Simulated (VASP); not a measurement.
Here is a VASP 6.6.1 calculation.

The input INCAR:

```
ALGO = Normal
EDIFF = 1E-6
ENCUT = 520
GGA = PE
ISIF = 2
ISMEAR = 0
LASPH = True
LCHARG = True
LELF = True
LREAL = False
LVHAR = True
LWAVE = False
NBANDS = 12
NELM = 80
PREC = Accurate
SIGMA = 0.15
```

File KPOINTS:

```
k-points
0
Gamma
  20 20 20
```

File POSCAR:

```
In
1.0
   -1.8825252400      1.8825252400      1.8825252400
    1.8825252400     -1.8825252400      1.8825252400
    1.8825252400      1.8825252400     -1.8825252400
In
1
Direct
    0.0000000000      0.0000000000      0.0000000000
```

Potentials or basis: VASP PAW PBE potentials, release 64 (In_d).

Launch:

```console
$ cat potpaw_PBE.64/In_d/POTCAR > POTCAR
$ mpirun -np 1 vasp_std > vasp.out
```

(1) Estimate the pressure.

Results:

(1) 1.5 GPa.
